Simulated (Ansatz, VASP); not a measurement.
**Pt in VASP and in Ansatz**

The input INCAR:

```
PREC = Accurate
ENCUT = 520
EDIFF = 1E-7
ISMEAR = 0
SIGMA = 0.15
LREAL = F
LASPH = T
NELM = 60
ALGO = Fast
ISIF = 2
LWAVE = F
LCHARG = T
GGA = CA
LELF = T
LVHAR = T
NBANDS = 11
```

Contents of KPOINTS:

```
regular mesh
0
Gamma
  22 22 22
```

File POSCAR:

```
Pt
1.0
    0.0000000000      1.9402335435      2.1953742545
    1.9402335435      0.0000000000      2.1953742545
    1.9402335435      1.9402335435      0.0000000000
Pt
1
Direct
    0.0000000000      0.0000000000      0.0000000000
```

Input for Ansatz:

```yaml
crystal:
  lattice:
    - [0.0, 1.9402335435, 2.1953742545]
    - [1.9402335435, 0.0, 2.1953742545]
    - [1.9402335435, 1.9402335435, 0.0]
  atoms:
    - { symbol: Pt, position: [0.0, 0.0, 0.0] }
basis:
  ecutwfc: 420
kpoints:
  mp_grid: { grid: [22, 22, 22] }
hamiltonian:
  xc: lda
scf:
  occupations: { method: gaussian, width: 0.15 }
output:
  forces: true
  stress: true
  eigenvalues: true
```

Alike in both runs: task single point; functional LDA; k mesh 22 × 22 × 22; occupations gaussian, width 0.15 eV; no spin polarisation.

|  | VASP | Ansatz |
| --- | --- | --- |
| version | VASP 6.6.1 | Ansatz 0.2.0 |
| potentials or method | VASP PAW LDA potentials, release 64 (Pt), cutoff 520 eV | scalar-relativistic, plane waves, PAW |
| valence electrons in the cell | 10 | 18 |

|  | VASP | Ansatz | Ansatz less VASP |
| --- | --- | --- | --- |
| gap on the k mesh at the Fermi level (eV) | none | none | - |
| pressure (GPa) | -23.4 | -23.9 | -0.49 |
| traceless stress, the component that is largest in VASP (GPa) | -7.21 | -7.18 | +0.028 |

LDA's correlation is that of Perdew and Zunger in VASP and of Perdew and Wang (1992) in Ansatz. A gap of «none» marks a metal or a gap that the smearing closes. VASP's potentials hold 10 valence electrons a cell and Ansatz's 18, so a difference there can come from the potentials and not from the codes.

Neither program's run includes spin-orbit coupling.
